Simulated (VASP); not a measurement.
# Sr (P6_3/mmc) in VASP: further runs, part 2 of 2

VASP 6.6.1.

**3. Electric field gradients, LDA**

Input file INCAR:

```
SYSTEM = Sr
PREC = Accurate ; ENCUT = 520
EDIFF = 1E-8 ; ISMEAR = -1
SIGMA = 0.08 ; LREAL = .FALSE.
LASPH = .TRUE. ; NELM = 80
ALGO = Normal ; ISIF = 2
LWAVE = .FALSE. ; LCHARG = .FALSE.
LEFG = .TRUE. ; NBANDS = 17
```

Input file KPOINTS:

```
regular mesh
0
G
  10 10 5
  0 0 0
```

Input file POSCAR:

```
Sr
1.0
    4.3100002207      0.0000000000      0.0000000000
   -2.1550001104      3.7325696814      0.0000000000
    0.0000000000      0.0000000000      7.0500000000
Sr
2
Direct
    0.3333333333      0.6666666667      0.2500000000
    0.6666666667      0.3333333333      0.7500000000
```

Potentials or basis: VASP PAW LDA potentials, release 64 (Sr_sv).

Started as:

```console
$ cat potpaw_LDA.64/Sr_sv/POTCAR > POTCAR
$ mpirun -np 1 vasp_std > vasp.out
```

OUTCAR:

```text
SYSTEM = Sr
   PREC = Accurate
   ENCUT = 520
   EDIFF = 1E-8
   ISMEAR = -1
   LREAL = .FALSE.
   LASPH = .TRUE.
   NELM = 80
   ISIF = 2

 ion  position               nearest neighbor table
   1  0.333  0.667  0.250-   2 4.31   2 4.31   2 4.31   2 4.31   2 4.31   2 4.31
   2  0.667  0.333  0.750-   1 4.31   1 4.31   1 4.31   1 4.31   1 4.31   1 4.31

  LATTYP: Found a hexagonal cell.
 ALAT       =     4.3100002207
 C/A-ratio  =     1.6357307747

  Lattice vectors:

 A1 = (   4.3100002207,   0.0000000000,   0.0000000000)
 A2 = (  -2.1550001104,   3.7325696814,   0.0000000000)
 A3 = (   0.0000000000,   0.0000000000,   7.0500000000)

Analysis of symmetry for initial positions (statically):
=====================================================================
 Subroutine PRICEL returns:
 Original cell was already a primitive cell.

 Routine SETGRP: Setting up the symmetry group for a
 hexagonal supercell.

 Subroutine GETGRP returns: Found 24 space group operations
 (whereof 12 operations were pure point group operations)
 out of a pool of 24 trial point group operations.

The static configuration has the point symmetry D_3d.
 The point group associated with its full space group is D_6h.

Analysis of symmetry for dynamics (positions and initial velocities):
=====================================================================
 Subroutine PRICEL returns:
 Original cell was already a primitive cell.

 Routine SETGRP: Setting up the symmetry group for a
 hexagonal supercell.

 Subroutine GETGRP returns: Found 24 space group operations
 (whereof 12 operations were pure point group operations)
 out of a pool of 24 trial point group operations.

[... 159 lines left out ...]
      3     -17.3626      2.00000
      4     -17.2105      2.00000
      5     -17.2105      2.00000
      6     -17.1857      2.00000
[... 457 lines left out ...]
      4     -17.3264      2.00000
      5     -17.2710      2.00000
      6     -17.2511      2.00000
[... 9 lines left out ...]
     16       4.9638      0.00000
     17       5.2651      0.00000

 [... further k-points ...]

------------------------ aborting loop because EDIFF is reached ----------------------------------------

  FORCE on cell =-STRESS in cart. coord.  units (eV):
  Direction    XX          YY          ZZ          XY          YZ          ZX
  --------------------------------------------------------------------------------------
  -------------------------------------------------------------------------------------
  Total       -1.1167001     -1.1167001     -1.0833839      0.0000000     -0.0000000      0.0000000
  in kB      -15.7751246    -15.7751246    -15.3044815      0.0000000     -0.0000000      0.0000000
  external PRESSURE =     -15.6182436 kB  Pullay stress =       0.0000000 kB

 VOLUME and BASIS-vectors are now :
 -----------------------------------------------------------------------------
  energy-cutoff  :      520.00
  volume of cell :      113.42
      direct lattice vectors                 reciprocal lattice vectors
     4.310000221  0.000000000  0.000000000     0.232018550  0.133955972  0.000000000
    -2.155000110  3.732569681  0.000000000     0.000000000  0.267911944  0.000000000
     0.000000000  0.000000000  7.050000000     0.000000000  0.000000000  0.141843972

 POSITION                                       TOTAL-FORCE (eV/Angst)
 -----------------------------------------------------------------------------------
     -0.00000      2.48838      1.76250         0.000000      0.000000      0.000000
      2.15500      1.24419      5.28750        -0.000000     -0.000000      0.000000
 -----------------------------------------------------------------------------------
    total drift:                               -0.000000      0.000000     -0.000000

  FREE ENERGIE OF THE ION-ELECTRON SYSTEM (eV)
  ---------------------------------------------------
  free  energy   TOTEN  =        -3.7236966611 eV

  energy  without entropy=       -3.6638003162  energy(sigma->0) =       -3.69374849

 Electric field gradients (V/A^2)
---------------------------------------------------------------------
 ion       V_xx      V_yy      V_zz      V_xy      V_xz      V_yz
---------------------------------------------------------------------
   1       1.281     1.281    -2.561     0.000     0.000    -0.000
   2       1.281     1.281    -2.561     0.000    -0.000     0.000
---------------------------------------------------------------------

 Electric field gradients after diagonalization (V/A^2)
 (convention: |V_zz| > |V_xx| > |V_yy|)
----------------------------------------------------------------------
 ion       V_xx      V_yy      V_zz     asymmetry (V_yy - V_xx)/ V_zz
----------------------------------------------------------------------
   1       1.281     1.281    -2.561       0.000
   2       1.281     1.281    -2.561       0.000
----------------------------------------------------------------------

           NMR quadrupolar parameters

 Cq : quadrupolar parameter    Cq=e*Q*V_zz/h
 eta: asymmetry parameters     (V_yy - V_xx)/ V_zz
 Q  : nuclear electric quadrupole moment in mb (millibarn)
----------------------------------------------------------------------
 ion       Cq(MHz)       eta       Q (mb)
----------------------------------------------------------------------
   1      -0.006       0.000       1.000
   2      -0.006       0.000       1.000
----------------------------------------------------------------------
```

OSZICAR:

```text
N       E                     dE             d eps       ncg     rms          rms(c)
DAV:   1     0.108598423860E+03    0.10860E+03   -0.93448E+03  1428   0.988E+02
DAV:   2     0.485028470716E+01   -0.10375E+03   -0.10209E+03  1814   0.231E+02
DAV:   3    -0.348754496031E+01   -0.83378E+01   -0.83128E+01  2590   0.468E+01
DAV:   4    -0.372132139072E+01   -0.23378E+00   -0.23341E+00  1958   0.703E+00
DAV:   5    -0.372707661353E+01   -0.57552E-02   -0.57541E-02  2349   0.848E-01    0.155E+01
DAV:   6    -0.372510309032E+01    0.19735E-02   -0.13399E-02  1868   0.125E+00    0.870E+00
DAV:   7    -0.372367323926E+01    0.14299E-02   -0.21447E-02  1746   0.155E+00    0.434E-01
DAV:   8    -0.372363469771E+01    0.38542E-04   -0.34715E-03  2555   0.285E-01    0.146E-01
DAV:   9    -0.372368157299E+01   -0.46875E-04   -0.11648E-04  2022   0.527E-02    0.481E-02
DAV:  10    -0.372369616315E+01   -0.14590E-04   -0.14915E-05  1953   0.298E-02    0.854E-03
DAV:  11    -0.372369654480E+01   -0.38164E-06   -0.70439E-07  2341   0.512E-03    0.188E-03
DAV:  12    -0.372369665943E+01   -0.11464E-06   -0.26783E-07  2277   0.243E-03    0.133E-03
DAV:  13    -0.372369666115E+01   -0.17130E-08   -0.13128E-08  1548   0.703E-04
   1 F= -.37236967E+01 E0= -.36937485E+01  d E =-.598963E-01
```

It took 2 min on 1 thread of Oxide Virtual Turin-like, shared host; peak memory 0.18 GiB.

What came out:

```yaml
Free_energy: -3.7237 eV
Pressure: -1.6 GPa
Band_gap_on_the_k_mesh: zero (bands 10 and 11 overlap by 0.12 eV)
Largest_electric_field_gradient_by_atom: Sr -2.6 V/Å²
```

Levels at points of the mesh, in eV from the Fermi level:
| k point | band 7 | band 8 | band 9 | band 10 | band 11 | band 12 | band 13 | band 14 |
| --- | --- | --- | --- | --- | --- | --- | --- | --- |
| (0.00, 0.00, 0.00) | -18.51 | -18.51 | -3.62 | -1.17 | 0.08 | 2.16 | 2.18 | 2.18 |
| (0.50, 0.00, 0.00) | -18.55 | -18.53 | -1.15 | -0.53 | 0.08 | 0.23 | 1.26 | 1.80 |

Electric field gradients, principal values (V/Å²):
```csv
atom,least,middle,greatest (by size)
1 Sr,1.281,1.281,-2.561
2 Sr,1.281,1.281,-2.561
```

Caveat: without QUAD_EFG the Cq values of the log hold for a quadrupole moment of 1 mb, not for the nuclei.

**4. Single point, LDA**

POSCAR is that of step 3.

Input file INCAR.step1:

```
SYSTEM = Sr
PREC = Accurate
ENCUT = 520
EDIFF = 1E-6
ISMEAR = -1
SIGMA = 0.08
LREAL = .False.
LASPH = .True.
NELM = 60
ALGO = Normal
ISIF = 2
LWAVE = .False.
LCHARG = .True.
NBANDS = 17
```

Input file KPOINTS.step1:

```
regular mesh
0
Gamma
  10 10 5
  0 0 0
```

Input file INCAR.step2:

```
SYSTEM = Sr
PREC = Accurate
ENCUT = 520
EDIFF = 1E-6
ISMEAR = -5
SIGMA = 0.08
LREAL = .False.
LASPH = .True.
NELM = 60
ALGO = Normal
ISIF = 2
LWAVE = .False.
LCHARG = .False.
LORBIT = 11
NBANDS = 17
NEDOS = 2001
ICHARG = 11
```

Input file KPOINTS.step2:

```
regular mesh
0
Gamma
  15 15 8
  0 0 0
```

Potentials or basis: VASP PAW LDA potentials, release 64 (Sr_sv).

Started as:

```console
$ cat potpaw_LDA.64/Sr_sv/POTCAR > POTCAR
$ cp INCAR.step1 INCAR
$ cp KPOINTS.step1 KPOINTS
$ mpirun -np 1 vasp_std > vasp.out
$ cp INCAR.step2 INCAR
$ cp KPOINTS.step2 KPOINTS
$ mpirun -np 1 vasp_std > vasp.out
```

OUTCAR:

```text
SYSTEM = Sr
   PREC = Accurate
   ENCUT = 520
   EDIFF = 1E-6
   ISMEAR = -5
   LREAL = .False.
   LASPH = .True.
   NELM = 60
   ISIF = 2
   LORBIT = 11
   ICHARG = 11

 ion  position               nearest neighbor table
   1  0.333  0.667  0.250-   2 4.31   2 4.31   2 4.31   2 4.31   2 4.31   2 4.31
   2  0.667  0.333  0.750-   1 4.31   1 4.31   1 4.31   1 4.31   1 4.31   1 4.31

  LATTYP: Found a hexagonal cell.
 ALAT       =     4.3100002207
 C/A-ratio  =     1.6357307747

  Lattice vectors:

 A1 = (   4.3100002207,   0.0000000000,   0.0000000000)
 A2 = (  -2.1550001104,   3.7325696814,   0.0000000000)
 A3 = (   0.0000000000,   0.0000000000,   7.0500000000)

Analysis of symmetry for initial positions (statically):
=====================================================================
 Subroutine PRICEL returns:
 Original cell was already a primitive cell.

 Routine SETGRP: Setting up the symmetry group for a
 hexagonal supercell.

 Subroutine GETGRP returns: Found 24 space group operations
 (whereof 12 operations were pure point group operations)
 out of a pool of 24 trial point group operations.

The static configuration has the point symmetry D_3d.
 The point group associated with its full space group is D_6h.

Analysis of symmetry for dynamics (positions and initial velocities):
=====================================================================
 Subroutine PRICEL returns:
 Original cell was already a primitive cell.

 Routine SETGRP: Setting up the symmetry group for a
 hexagonal supercell.

 Subroutine GETGRP returns: Found 24 space group operations
 (whereof 12 operations were pure point group operations)
 out of a pool of 24 trial point group operations.

The dynamic configuration has the point symmetry D_3d.
 The point group associated with its full space group is D_6h.

 Subroutine INISYM returns: Found 24 space group operations
 (whereof 12 operations are pure point group operations),
 and found     1 'primitive' translations

----------------------------------------------------------------------------------------

[... 121 lines left out ...]
   AEXX    =    0.0000 exact exchange contribution
   IVDW    =     0    specifies the selected vdW correction
   LEPSILON=     F    determine dielectric tensor
   LRPA    =     F    only Hartree local field effects (RPA)
 non-spin polarized calculation
 Fermi weights with tetrahedron method with Bloechl corrections
  energy-cutoff  :      520.00
  volume of cell :      113.42
 maximum number of plane-waves:      3090

 number of electron      20.0000000 magnetization

 Free energy of the ion-electron system (eV)
  ---------------------------------------------------
  ext. energy  EPLUGINS =         0.00000000
  ---------------------------------------------------
  free energy    TOTEN  =        -3.69774973 eV

  energy without entropy =       -3.69774973  energy(sigma->0) =       -3.69774973

 E-fermi :   1.3778     XC(G=0):  -7.4612

 val. band max:        1.4640285922   @ k =   0.3333   0.3333   0.5000
 cond. band min:       1.3071111948   @ k =   0.3333   0.3333   0.2500
 fundamental gap:     -0.1569173974
 Fermi energy:         1.3777630021

 k-point     1 :       0.0000    0.0000    0.0000
  band No.  band energies     occupation
      1     -35.1964      2.00000
      2     -35.1841      2.00000
      3     -17.3627      2.00000
      4     -17.2105      2.00000
      5     -17.2105      2.00000
      6     -17.1857      2.00000
[... 457 lines left out ...]
      4     -17.3075      2.00000
      5     -17.2775      2.00000
      6     -17.2712      2.00000
[... 9 lines left out ...]
     16       4.7837      0.00000
     17       5.1018      0.00000

 [... further k-points ...]

------------------------ aborting loop because EDIFF is reached ----------------------------------------

  FORCE on cell =-STRESS in cart. coord.  units (eV):
  Direction    XX          YY          ZZ          XY          YZ          ZX
  --------------------------------------------------------------------------------------
  -------------------------------------------------------------------------------------
  Total       -1.1380170     -1.1380170     -1.1430936      0.0000000      0.0000000      0.0000000
  in kB      -16.0762588    -16.0762588    -16.1479735      0.0000000      0.0000000      0.0000000
  external PRESSURE =     -16.1001637 kB  Pullay stress =       0.0000000 kB

 VOLUME and BASIS-vectors are now :
 -----------------------------------------------------------------------------
  energy-cutoff  :      520.00
  volume of cell :      113.42
      direct lattice vectors                 reciprocal lattice vectors
     4.310000221  0.000000000  0.000000000     0.232018550  0.133955972  0.000000000
    -2.155000110  3.732569681  0.000000000     0.000000000  0.267911944  0.000000000
     0.000000000  0.000000000  7.050000000     0.000000000  0.000000000  0.141843972

 POSITION                                       TOTAL-FORCE (eV/Angst)
 -----------------------------------------------------------------------------------
     -0.00000      2.48838      1.76250        -0.000000      0.000000      0.000000
      2.15500      1.24419      5.28750         0.000000     -0.000000      0.000000
 -----------------------------------------------------------------------------------
    total drift:                               -0.000000      0.000000     -0.000000

  FREE ENERGIE OF THE ION-ELECTRON SYSTEM (eV)
  ---------------------------------------------------
  free  energy   TOTEN  =        -3.6977497270 eV

  energy  without entropy=       -3.6977497270  energy(sigma->0) =       -3.69774973

 total charge

# of ion       s       p       d       tot
------------------------------------------
    1        2.070   5.699   0.131   7.900
    2        2.070   5.699   0.131   7.900
--------------------------------------------------
tot          4.140  11.398   0.261  15.799
```

OSZICAR.step1:

```text
N       E                     dE             d eps       ncg     rms          rms(c)
DAV:   1     0.108598423860E+03    0.10860E+03   -0.93448E+03  1428   0.988E+02
DAV:   2     0.485028470716E+01   -0.10375E+03   -0.10209E+03  1814   0.231E+02
DAV:   3    -0.348754496031E+01   -0.83378E+01   -0.83128E+01  2590   0.468E+01
DAV:   4    -0.372132139072E+01   -0.23378E+00   -0.23341E+00  1958   0.703E+00
DAV:   5    -0.372707661353E+01   -0.57552E-02   -0.57541E-02  2349   0.848E-01    0.155E+01
DAV:   6    -0.372510309032E+01    0.19735E-02   -0.13399E-02  1868   0.125E+00    0.870E+00
DAV:   7    -0.372367323926E+01    0.14299E-02   -0.21447E-02  1746   0.155E+00    0.434E-01
DAV:   8    -0.372363469771E+01    0.38542E-04   -0.34715E-03  2555   0.285E-01    0.146E-01
DAV:   9    -0.372368157299E+01   -0.46875E-04   -0.11648E-04  2022   0.527E-02    0.481E-02
DAV:  10    -0.372369616315E+01   -0.14590E-04   -0.14915E-05  1953   0.298E-02    0.854E-03
DAV:  11    -0.372369653025E+01   -0.36709E-06   -0.55843E-07  1474   0.512E-03
   1 F= -.37236965E+01 E0= -.36937510E+01  d E =-.598911E-01
```

Run time: 4.5 min. Hardware: 1 thread of Oxide Virtual Turin-like, shared host; peak memory 0.3 GiB.

Results:

| Quantity | Value |
| --- | --- |
| Valence electrons inside the program's atomic spheres | Sr 7.90 |

The gap in the log of VASP goes by the Fermi energy; the results here count the filled bands.